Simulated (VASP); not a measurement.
# CaB15N16 (a cell with a defect) in VASP: settings compared

The runs below take CaB15N16 (a cell with a defect) through single point, with PBE, HSE06.

Everything below comes from runs of VASP 6.6.1. Logs are shortened: lines on timing, memory, paths and dates and some standing lists are left out, and cuts for length are marked.

## 1. The cell of the first run

The cell holds a defect, 32 atoms: a = 6.277 Å, b = 6.277 Å, c = 6.277 Å, α = 109.47°, β = 109.47°, γ = 109.47°.

## 2. Single point, PBE, collinear spin

Input file INCAR:

```
SYSTEM = CaB15N16
  PREC = Accurate
  ENCUT = 520
  EDIFF = 1E-6
  ISMEAR = 0
  SIGMA = 0.01
  LREAL = Auto
  LASPH = .TRUE.
  NELM = 150
  ALGO = Normal
  ISIF = 2
  LWAVE = .FALSE.
  LCHARG = .TRUE.
  ISPIN = 2
  MAGMOM = 0 0 0 0 0 0 0.01 0 0 0 0 0 0 0 0 0.06 0 0.03 0.01 0.03 0.04 0.21 0.21 0.04 0.03 0 0.03 0.01 0 0 0 0
  LORBIT = 11
  NUPDOWN = 1.0
  GGA = PE
  LELF = .TRUE.
  LVHAR = .TRUE.
  NBANDS = 94
```

Input file KPOINTS:

```
Automatic mesh
0
Gamma
  1 1 1
  0.25 0.25 0.25
```

Input file POSCAR:

```
CaB15N16
1.0
   -3.6241103800      3.6241103800     -3.6241103800
    3.6241103800      3.6241103800      3.6241103800
    3.6241103800     -3.6241103800     -3.6241103800
B Ca N
15 1 16
Direct
   -0.0093286862     -0.0120740885     -0.0063165500
   -0.0022624260      0.2455178010      0.7606152644
   -0.0023017324      0.5109324457      0.4952260941
   -0.0093363797      0.7439895532      0.2376282943
    0.2505614934     -0.0041436612      0.7612432198
    0.2505680657      0.5115586097      0.2455097558
    0.2505668383      0.7469375849     -0.0033813874
    0.5104776339      0.0038883804      0.4975235299
    0.5104738979      0.2478191502      0.2535720916
    0.5033943583      0.4983518767      0.0134649105
    0.5034346156      0.7638264752      0.7480994108
    0.7429324340     -0.0125729802      0.2371342150
    0.7505827589      0.2506539860      0.0003429161
    0.7582257275      0.4950610649      0.7447670398
    0.7505608595      0.7506404577      0.5003368078
    0.2506458257      0.2777555812      0.5273134370
   -0.0483997262     -0.0499430296      0.1997658344
   -0.0040852882      0.2499651215      0.0065470209
    0.0113622297      0.5011947244      0.7508815851
   -0.0041046045      0.7568546077      0.4996475759
    0.2505660456     -0.0072464663      0.0068726434
    0.2505554316      0.2427566845      0.8220593186
    0.2505617716      0.5725351611      0.4924634954
    0.2505634117      0.7571976300      0.2424475099
    0.5052382950      0.0115422956      0.7543200800
    0.5495876736      0.2490158618      0.4987180847
    0.5052281273      0.5046224706      0.2612150322
    0.4897735978      0.7404018620     -0.0099129146
    0.7555887087     -0.0049808464      0.4989871504
    0.7556052129      0.2492990502      0.2447230117
    0.7455380184      0.4900015186     -0.0060392145
    0.7455305241      0.7442664358      0.7397021831
```

Potentials or basis: VASP PAW PBE potentials, release 64 (B, Ca_sv, N).

Command:

```sh
$ cat potpaw_PBE.64/B/POTCAR potpaw_PBE.64/Ca_sv/POTCAR potpaw_PBE.64/N/POTCAR > POTCAR
$ mpirun -np 1 vasp_std > vasp.out
```

OUTCAR:

```text
SYSTEM = CaB15N16
   PREC = Accurate
   ENCUT = 520
   EDIFF = 1E-6
   ISMEAR = 0
   LREAL = Auto
   LASPH = .TRUE.
   NELM = 150
   ISIF = 2
   ISPIN = 2
   LORBIT = 11
   NUPDOWN = 1.0
   GGA = PE

 ion  position               nearest neighbor table
   1  0.991  0.988  0.994-  17 1.47  32 1.56  21 1.60  18 1.61
   2  0.998  0.246  0.761-  22 1.51  18 1.54  29 1.58  19 1.60  16 2.50
   3  0.998  0.511  0.495-  23 1.51  20 1.54  30 1.58  19 1.60  16 2.50
   4  0.991  0.744  0.238-  17 1.47  31 1.56  24 1.60  20 1.61
   5  0.251  0.996  0.761-  22 1.47  21 1.55  20 1.58  25 1.58  16 2.65
   6  0.251  0.512  0.246-  23 1.47  24 1.55  18 1.58  27 1.58  16 2.65
   7  0.251  0.747  0.997-  21 1.52  24 1.52  19 1.53  28 1.53
   8  0.510  0.004  0.498-  26 1.47  29 1.56  24 1.60  25 1.61
   9  0.510  0.248  0.254-  26 1.47  30 1.56  21 1.60  27 1.61
  10  0.503  0.498  0.013-  22 1.51  27 1.54  31 1.58  28 1.60  16 2.50
  11  0.503  0.764  0.748-  23 1.51  25 1.54  32 1.58  28 1.60  16 2.50
  12  0.743  0.987  0.237-  17 1.48  28 1.56  29 1.60  30 1.60  16 2.62
  13  0.751  0.251  0.000-  31 1.53  30 1.53  25 1.53  18 1.53
  14  0.758  0.495  0.745-  26 1.48  19 1.56  31 1.60  32 1.60  16 2.61
  15  0.751  0.751  0.500-  29 1.53  32 1.53  27 1.53  20 1.53
  16  0.251  0.278  0.527-  23 1.93  22 1.93  26 2.00  17 2.00  11 2.50   3 2.50  10 2.50   2 2.50
                            14 2.61  12 2.62   6 2.65   5 2.65
  17  0.952  0.950  0.200-   4 1.47   1 1.47  12 1.48  16 2.00
  18  0.996  0.250  0.007-  13 1.53   2 1.54   6 1.58   1 1.61
  19  0.011  0.501  0.751-   7 1.53  14 1.56   3 1.60   2 1.60
  20  0.996  0.757  0.500-  15 1.53   3 1.54   5 1.58   4 1.61
  21  0.251  0.993  0.007-   7 1.52   5 1.55   1 1.60   9 1.60
  22  0.251  0.243  0.822-   5 1.47   2 1.51  10 1.51  16 1.93
[... 8 lines left out ...]
  31  0.746  0.490  0.994-  13 1.53   4 1.56  10 1.58  14 1.60
  32  0.746  0.744  0.740-  15 1.53   1 1.56  11 1.58  14 1.60

  LATTYP: Found a body centered cubic cell.
 ALAT       =     7.2482207600

  Lattice vectors:

 A1 = (  -3.6241103800,   3.6241103800,  -3.6241103800)
 A2 = (   3.6241103800,   3.6241103800,   3.6241103800)
 A3 = (   3.6241103800,  -3.6241103800,  -3.6241103800)

Analysis of symmetry for initial positions (statically):
=====================================================================
 Subroutine PRICEL returns:
 Original cell was already a primitive cell.

 Routine SETGRP: Setting up the symmetry group for a
 body centered cubic supercell.

 Subroutine GETGRP returns: Found  1 space group operations
 (whereof  1 operations were pure point group operations)
 out of a pool of 48 trial point group operations.

The static configuration has the point symmetry C_1 .

Analysis of symmetry for dynamics (positions and initial velocities):
=====================================================================
 Subroutine PRICEL returns:
 Original cell was already a primitive cell.

 Routine SETGRP: Setting up the symmetry group for a
 body centered cubic supercell.

 Subroutine GETGRP returns: Found  1 space group operations
 (whereof  1 operations were pure point group operations)
 out of a pool of 48 trial point group operations.

The dynamic configuration has the point symmetry C_1 .

Analysis of structural, dynamic, and magnetic symmetry:
=====================================================================
 Subroutine PRICEL returns:
 Original cell was already a primitive cell.

 Routine SETGRP: Setting up the symmetry group for a
 body centered cubic supercell.

 Subroutine GETGRP returns: Found  1 space group operations
 (whereof  1 operations were pure point group operations)
 out of a pool of 48 trial point group operations.

The overall configuration has the point symmetry C_1 .

 Subroutine INISYM returns: Found  1 space group operations
 (whereof  1 operations are pure point group operations),
 and found     1 'primitive' translations

----------------------------------------------------------------------------------------

                                     Primitive cell

  volume of cell :     190.3988

  direct lattice vectors                    reciprocal lattice vectors
    -3.624110380  3.624110380 -3.624110380     0.000000000  0.137964893 -0.137964893
     3.624110380  3.624110380  3.624110380     0.137964893  0.137964893  0.000000000
     3.624110380 -3.624110380 -3.624110380     0.137964893  0.000000000 -0.137964893

  length of vectors
     6.277143310  6.277143310  6.277143310     0.195111823  0.195111823  0.195111823

  position of ions in fractional coordinates (direct lattice)
     0.990671314  0.987925911  0.993683450
     0.997737574  0.245517801  0.760615264
     0.997698268  0.510932446  0.495226094
     0.990663620  0.743989553  0.237628294
     0.250561493  0.995856339  0.761243220
     0.250568066  0.511558610  0.245509756
[... 24 lines left out ...]
     0.745538018  0.490001519  0.993960786
     0.745530524  0.744266436  0.739702183

  ion indices of the primitive-cell ions
   primitive index   ion index
                 1           1
                 2           2
                 3           3
                 4           4
                 5           5
                 6           6
[... 24 lines left out ...]
                31          31
                32          32

----------------------------------------------------------------------------------------

 KPOINTS: Automatic mesh

Automatic generation of k-mesh.
 Grid dimensions read from file:
 generate k-points for:    1    1    1

 Generating k-lattice:

  Cartesian coordinates                     Fractional coordinates (reciprocal lattice)
     0.000000000  0.137964893 -0.137964893     1.000000000  0.000000000  0.000000000
     0.137964893  0.137964893  0.000000000     0.000000000  1.000000000  0.000000000
     0.137964893  0.000000000 -0.137964893     0.000000000  0.000000000  1.000000000

  Length of vectors
     0.195111823  0.195111823  0.195111823

  Shift w.r.t. Gamma in fractional coordinates (k-lattice)
     0.250000000  0.250000000  0.250000000

 Subroutine IBZKPT returns following result:
 ===========================================

 Found      1 irreducible k-points:

 Following reciprocal coordinates:
            Coordinates               Weight
  0.250000  0.250000  0.250000      2.000000
   k-points           NKPTS =      1   k-points in BZ     NKDIM =      1   number of bands    NBANDS=     94
   number of dos      NEDOS =    301   number of ions     NIONS =     32
   total plane-waves  NPLWV = 110592
   dimension x,y,z NGX =    48 NGY =   48 NGZ =   48
   dimension x,y,z NGXF=    96 NGYF=   96 NGZF=   96
   ions per type =              15   1  16
   NGX,Y,Z   is equivalent  to a cutoff of  12.71, 12.71, 12.71 a.u.
   NGXF,Y,Z  is equivalent  to a cutoff of  25.42, 25.42, 25.42 a.u.
 SYSTEM =  CaB15N16
   PREC   = accura    normal or accurate (medium, high low for compatibility)
   ISTART =      0    job   : 0-new  1-cont  2-samecut
   ICHARG =      2    charge: 1-file 2-atom 10-const
   ISPIN  =      2    spin polarized calculation?
   LNONCOLLINEAR =      F non collinear calculations
   LSORBIT =      F    spin-orbit coupling
   LASPH  =      T    aspherical Exc in radial PAW
   ENCUT  =  520.0 eV  38.22 Ry    6.18 a.u.  11.67 11.67 11.67*2*pi/ulx,y,z
   NELM   =    150;   NELMIN=  2; NELMDL= -5     # of ELM steps
   EDIFF  = 0.1E-05   stopping-criterion for ELM
   LREAL  =      T    real-space projection
   EDIFFG = 0.1E-04   stopping-criterion for IOM
   NSW    =      0    number of steps for IOM
   IBRION =     -1    ionic relax: 0-MD 1-quasi-New 2-CG
   NFREE  =      0    steps in history (QN), initial steepest desc. (CG)
   ISIF   =      2    stress and relaxation
   ISYM   =      2    0-nonsym 1-usesym 2-fastsym
   POTIM  = 0.5000    time-step for ionic-motion
   TEBEG  =    0.0;   TEEND  =   0.0 temperature during run
   PSTRESS=    0.0 pullay stress
   NELECT =     135.0000    total number of electrons
   NUPDOWN=       1.0000    fix difference up-down
   EMIN   =  10.00;   EMAX   =-10.00  energy-range for DOS
   EFERMI =   0.00;   METHOD = LEGACY
   ISMEAR =     0;   SIGMA  =   0.01  broadening in eV -4-tet -1-fermi 0-gaus
   EFERMI_NEDOS =   21; number of points for ismear=-14 and -15
   IALGO  =     38    algorithm
   IMIX   =      4    mixing-type and parameters
     AMIX     =   0.40;   BMIX     =  1.00
     AMIX_MAG =   1.60;   BMIX_MAG =  1.00
  volume/ion in A,a.u.               =       5.95        40.15
  Fermi-wavevector in a.u.,A,eV,Ry     =   1.459816  2.758652 28.994854  2.131062
  Thomas-Fermi vector in A             =   2.576338
   LORBIT       =     11    0 simple, 1 ext, 2 COOP (PROOUT), +10 PAW based schemes
   GGA     = PE    functional components
   LHFCALC =     F    Hartree Fock is set to
   AEXX    =    0.0000 exact exchange contribution
   IVDW    =     0    specifies the selected vdW correction
   LEPSILON=     F    determine dielectric tensor
   LRPA    =     F    only Hartree local field effects (RPA)
 spin polarized calculation
 Gauss-broadening in eV      SIGMA  =   0.01
  energy-cutoff  :      520.00
  volume of cell :      190.40
 maximum number of plane-waves:      5072
 NGX is ok and might be reduce to    48
   NGX = 23   NGY = 23   NGZ = 23

 number of electron     135.0000002 magnetization       0.9999952

 Free energy of the ion-electron system (eV)
  ---------------------------------------------------
  ext. energy  EPLUGINS =         0.00000000
  ---------------------------------------------------
  free energy    TOTEN  =      -262.51985100 eV

  energy without entropy =     -262.51985100  energy(sigma->0) =     -262.51985100

 E-fermi :   8.0843     XC(G=0): -12.9315

 val. band max:        7.9852178273   @ k =   0.2500   0.2500   0.2500
 cond. band min:       8.4302680904   @ k =   0.2500   0.2500   0.2500
 fundamental gap:      0.4450502630
 Fermi energy:         8.0842848378

 spin component 1

 k-point     1 :       0.2500    0.2500    0.2500
  band No.  band energies     occupation
      1     -29.4366      1.00000
      2     -12.6527      1.00000
      3     -12.2276      1.00000
      4     -11.9206      1.00000
      5     -10.8749      1.00000
      6     -10.8075      1.00000
[... 71 lines left out ...]
     78      15.1690      0.00000
     79      15.3559      0.00000
 Fermi energy:         8.0842848378

 spin component 2

 k-point     1 :       0.2500    0.2500    0.2500
  band No.  band energies     occupation
      1     -29.3541      1.00000
      2     -12.4612      1.00000
      3     -12.1157      1.00000
      4     -11.9022      1.00000
      5     -10.7959      1.00000
      6     -10.7194      1.00000
[... 71 lines left out ...]
     78      15.2002      0.00000
     79      15.3646      0.00000
 [bands above 79 left out]

------------------------ aborting loop because EDIFF is reached ----------------------------------------

  FORCE on cell =-STRESS in cart. coord.  units (eV):
  Direction    XX          YY          ZZ          XY          YZ          ZX
  --------------------------------------------------------------------------------------
  -------------------------------------------------------------------------------------
  Total       36.4835425     38.1627102     38.1641271      0.0116419      6.3333485      0.0289384
  in kB      307.0035110    321.1334543    321.1453774      0.0979647     53.2941730      0.2435125
  external PRESSURE =     316.4274475 kB  Pullay stress =       0.0000000 kB

 VOLUME and BASIS-vectors are now :
 -----------------------------------------------------------------------------
  energy-cutoff  :      520.00
  volume of cell :      190.40
      direct lattice vectors                 reciprocal lattice vectors
    -3.624110380  3.624110380 -3.624110380     0.000000000  0.137964893 -0.137964893
     3.624110380  3.624110380  3.624110380     0.137964893  0.137964893  0.000000000
     3.624110380 -3.624110380 -3.624110380     0.137964893  0.000000000 -0.137964893

 POSITION                                       TOTAL-FORCE (eV/Angst)
 -----------------------------------------------------------------------------------
      3.59127      3.56944     -3.61117        -0.003336      0.026072      0.007395
      0.03043      1.74914     -5.48268         0.010722     -0.005655      0.024354
      0.03066      3.67269     -3.55885         0.011657     -0.025546      0.006439
     -0.03278      5.42538     -1.75517        -0.003659     -0.006419     -0.025598
      5.45986      1.75833     -0.05780        -0.024162     -0.004622     -0.005114
      1.83561      1.87228      0.05610        -0.026368      0.005780      0.006120
[... 24 lines left out ...]
      2.67613      0.87551     -4.52832         0.000210      0.005229      0.009699
      2.67618      2.71843     -2.68534        -0.000602     -0.008363     -0.004779
 -----------------------------------------------------------------------------------
    total drift:                                0.000364     -0.004315      0.000408

  FREE ENERGIE OF THE ION-ELECTRON SYSTEM (eV)
  ---------------------------------------------------
  free  energy   TOTEN  =      -262.5198509953 eV

  energy  without entropy=     -262.5198509953  energy(sigma->0) =     -262.51985100

 total charge

# of ion       s       p       d       tot
------------------------------------------
    1        0.678   1.390   0.000   2.069
    2        0.680   1.394   0.000   2.074
    3        0.680   1.394   0.000   2.074
    4        0.678   1.390   0.000   2.069
    5        0.686   1.420   0.000   2.106
    6        0.686   1.420   0.000   2.106
[... 24 lines left out ...]
   31        1.213   2.767   0.000   3.980
   32        1.213   2.767   0.000   3.980
--------------------------------------------------
tot         31.949  71.635   0.855 104.440

 magnetization (x)

# of ion       s       p       d       tot
------------------------------------------
    1        0.001  -0.001   0.000  -0.001
    2       -0.002  -0.005   0.000  -0.007
    3       -0.002  -0.005   0.000  -0.007
    4        0.001  -0.001   0.000  -0.001
    5       -0.001  -0.004   0.000  -0.005
    6       -0.001  -0.004   0.000  -0.005
[... 24 lines left out ...]
   31        0.001   0.003   0.000   0.004
   32        0.001   0.003   0.000   0.004
--------------------------------------------------
tot          0.031   0.732   0.067   0.829
```

Wall time 1.8 min (1 thread of Intel Xeon Platinum 8488C (Sapphire Rapids), shared host); peak memory 0.41 GiB.

What came out:

| Item | Value |
| --- | --- |
| Free energy | -262.5199 eV |
| Pressure | 31.6 GPa |
| Largest force | 0.105 eV/Å |
| Net moment | 1.00 μB per cell |
| Site moments | B -0.00, -0.01, +0.01 (each value once); Ca +0.10; N +0.01, +0.03, +0.04, +0.24, +0.25, +0.00 (each value once) μB |
| Valence electrons inside the program's atomic spheres | B 2.07, 2.11, 2.17, 2.05 (each value once); Ca 8.95; N 4.12, 3.98, 3.97, 4.06 (each value once) |

Forces on the atoms (eV/Å):
```
B   -0.003  0.026  0.007
B    0.011 -0.006  0.024
B    0.012 -0.026  0.006
B   -0.004 -0.006 -0.026
B   -0.024 -0.005 -0.005
B   -0.026  0.006  0.006
B    0.001  0.000 -0.001
B   -0.004 -0.026 -0.007
B   -0.005  0.008  0.027
B    0.009  0.025 -0.004
B    0.010  0.006 -0.027
B    0.023 -0.011  0.012
B   -0.003 -0.001  0.001
B    0.025  0.011 -0.011
B   -0.003 -0.003  0.001
Ca  -0.031 -0.004 -0.001
N   -0.046 -0.038  0.038
N   -0.003 -0.002 -0.015
N   -0.008 -0.005  0.004
N   -0.002  0.016  0.001
N    0.013  0.002  0.001
N    0.051 -0.063 -0.065
N    0.052  0.065  0.064
N    0.013 -0.001 -0.002
N   -0.004  0.001  0.016
N   -0.044  0.038 -0.038
N   -0.004 -0.016 -0.001
N   -0.007  0.005 -0.006
N    0.000  0.011  0.004
N    0.000 -0.005 -0.010
N    0.000  0.005  0.010
N   -0.001 -0.008 -0.005
```

Caveat: the k points lie up to 1.23 Å⁻¹ apart, too coarse for converged energies, forces and pressures; the total moment is fixed, so each spin has its own Fermi level and the state may be an excited one.

## 3. Single point, PBE, collinear spin

Input file INCAR:

```
SYSTEM = CaB15N16
PREC = Accurate
ENCUT = 520
EDIFF = 1E-6
ISMEAR = 0
SIGMA = 0.01
LREAL = Auto
LASPH = .True.
NELM = 150
ALGO = Normal
ISIF = 2
LWAVE = .False.
LCHARG = .True.
ISPIN = 2
MAGMOM = 0 0 0 0 0 0 0.01 0 0 0 0 0 0 0 0 0.06 0 0.03 0.01 0.03 0.04 0.21 0.21 0.04 0.03 0 0.03 0.01 0 0 0 0
LORBIT = 11
NUPDOWN = 1.0
GGA = PE
LELF = .True.
LVHAR = .True.
NBANDS = 94
```

KPOINTS is that of step 2.

POSCAR, as its differences from that of step 2:

```diff
@@ -2,5 +2,5 @@
 1.0
-   -3.6241103800      3.6241103800     -3.6241103800
-    3.6241103800      3.6241103800      3.6241103800
-    3.6241103800     -3.6241103800     -3.6241103800
+   -3.6241103844      3.6241103844     -3.6241103844
+    3.6241103844      3.6241103844      3.6241103844
+    3.6241103844     -3.6241103844     -3.6241103844
 B Ca N
```

Potentials or basis: VASP PAW PBE potentials, release 64 (B, Ca_sv, N).

Command:

```sh
$ cat potpaw_PBE.64/B/POTCAR potpaw_PBE.64/Ca_sv/POTCAR potpaw_PBE.64/N/POTCAR > POTCAR
$ mpirun -np 1 vasp_std > vasp.out
```

Run time: 1.8 min. Hardware: 1 thread of Intel Xeon Platinum 8488C (Sapphire Rapids), shared host; peak memory 0.41 GiB.

Results (log left out):

```
Free energy                                           : -262.5199 eV
Pressure                                              : 31.6 GPa
Largest force                                         : 0.105 eV/Å
Net moment                                            : 1.00 μB per cell
Site moments                                          : B -0.00, -0.01, +0.01 (each value once); Ca +0.10; N +0.01, +0.03, +0.04, +0.24, +0.25, +0.00 (each value once) μB
Valence electrons inside the program's atomic spheres : B 2.07, 2.11, 2.17, 2.05 (each value once); Ca 8.95; N 4.12, 3.98, 3.97, 4.06 (each value once)
```

Forces on the atoms (eV/Å):
```
B   -0.003  0.026  0.007
B    0.011 -0.006  0.024
B    0.012 -0.026  0.006
B   -0.004 -0.006 -0.026
B   -0.024 -0.005 -0.005
B   -0.026  0.006  0.006
B    0.001  0.000 -0.001
B   -0.004 -0.026 -0.007
B   -0.005  0.008  0.027
B    0.009  0.025 -0.004
B    0.010  0.006 -0.027
B    0.023 -0.011  0.012
B   -0.003 -0.001  0.001
B    0.025  0.011 -0.011
B   -0.003 -0.003  0.001
Ca  -0.031 -0.004 -0.001
N   -0.046 -0.038  0.038
N   -0.003 -0.002 -0.015
N   -0.008 -0.005  0.004
N   -0.002  0.016  0.001
N    0.013  0.002  0.001
N    0.051 -0.063 -0.065
N    0.052  0.065  0.064
N    0.013 -0.001 -0.002
N   -0.004  0.001  0.016
N   -0.044  0.038 -0.038
N   -0.004 -0.016 -0.001
N   -0.007  0.005 -0.006
N    0.000  0.011  0.004
N    0.000 -0.005 -0.010
N    0.000  0.005  0.010
N   -0.001 -0.008 -0.005
```

Stress tensor (GPa, compression positive):
```
30.70  0.01  0.02
 0.01 32.11  5.33
 0.02  5.33 32.11
```

Caveat: the k points lie up to 1.23 Å⁻¹ apart, too coarse for converged energies, forces and pressures; the total moment is fixed, so each spin has its own Fermi level and the state may be an excited one.

(Part 1 of 2 ends here.)
